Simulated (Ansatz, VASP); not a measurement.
# Two plane-wave programs on Hf

The input INCAR:

```
SYSTEM = Hf
PREC = Accurate ; ENCUT = 520
EDIFF = 1E-6 ; ISMEAR = 0
SIGMA = 0.15 ; LREAL = .FALSE.
LASPH = .TRUE. ; NELM = 80
ALGO = Fast ; ISIF = 2
LWAVE = .FALSE. ; LCHARG = .FALSE.
GGA = CA ; NBANDS = 11
```

Contents of KPOINTS:

```
regular mesh
0
G
  18 18 18
  0 0 0
```

POSCAR

```
Hf
1.0
    0.0000000000      2.1291518606      2.3979390260
    2.0127428207      0.0000000000      2.3979390260
    2.0127428207      2.1291518606      0.0000000000
Hf
1
Direct
    0.0000000000      0.0000000000      0.0000000000
```

Input for Ansatz:

```yaml
crystal:
  lattice:
    - [0.0, 2.1291518606, 2.397939026]
    - [2.0127428207, 0.0, 2.397939026]
    - [2.0127428207, 2.1291518606, 0.0]
  atoms:
    - { symbol: Hf, position: [0.0, 0.0, 0.0] }
basis:
  ecutwfc: 420
kpoints:
  mp_grid: { grid: [18, 18, 18] }
hamiltonian:
  xc: lda
scf:
  occupations: { method: gaussian, width: 0.15 }
output:
  forces: true
  stress: true
  eigenvalues: true
```

Change from the starting cell: strain +e along x and -e along y -0.0267, strain +e along z and -e/2 along x and y +0.1000.

Alike in both runs: task single point; functional LDA; k mesh 18 × 18 × 18; occupations gaussian, width 0.15 eV; no spin polarisation.

|  | VASP | Ansatz |
| --- | --- | --- |
| version | VASP 6.6.1 | Ansatz 0.2.0 |
| potentials or method | VASP PAW LDA potentials, release 64 (Hf_pv), cutoff 520 eV | scalar-relativistic, plane waves, PAW |
| valence electrons in the cell | 10 | 26 |

VASP gave:

```
gap on the k mesh at the Fermi level (eV)                     : none
pressure (GPa)                                                : 0.7
traceless stress, the component that is largest in VASP (GPa) : -4.45
```

Estimate Ansatz's values.

gap on the k mesh at the Fermi level (eV): none; pressure (GPa): 0.7; traceless stress, the component that is largest in VASP (GPa): -4.46.

LDA's correlation is that of Perdew and Zunger in VASP and of Perdew and Wang (1992) in Ansatz. A gap of «none» marks a metal or a gap that the smearing closes. VASP's potentials hold 10 valence electrons a cell and Ansatz's 26, so a difference there can come from the potentials and not from the codes.

Spin-orbit coupling is off throughout.
